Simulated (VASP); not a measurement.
Here is a VASP 6.6.1 calculation.

INCAR

```
PREC     = Accurate       # precision mode
ENCUT    = 520            # plane-wave cutoff, eV
EDIFF    = 1E-6           # SCF threshold, eV
ISMEAR   = 0              # smearing method
SIGMA    = 0.01           # smearing width, eV
LREAL    = F              # projectors in reciprocal space
LASPH    = T              # aspherical terms in the spheres
NELM     = 60             # most SCF steps
ALGO     = Normal         # electronic algorithm
ISIF     = 2              # what is computed and relaxed
LWAVE    = F              # write WAVECAR
LCHARG   = F              # write CHGCAR
GGA      = PE             # functional
NBANDS   = 15             # bands
```

Contents of KPOINTS:

```
Automatic mesh
0
Gamma
  6 6 6
```

The input POSCAR:

```
SrO
1.0
    2.9957832862      0.0000000000      0.0000000000
    0.0000000000      2.9957832862      0.0000000000
    0.0000000000      0.0000000000      2.9957832862
Sr O
1 1
Direct
    0.0000000000      0.0000000000      0.0000000000
    0.5000000000      0.5000000000      0.5000000000
```

Potentials or basis: VASP PAW PBE potentials, release 64 (Sr_sv, O).

Run with:

```console
$ cat potpaw_PBE.64/Sr_sv/POTCAR potpaw_PBE.64/O/POTCAR > POTCAR
$ mpirun -np 1 vasp_std > vasp.out
```

Question: Estimate the band gap on the k mesh.

Answer: 2.70 eV, direct.

Question: What does it give for the pressure?

Answer: 17.5 GPa.

 A k mesh can miss the band edges.
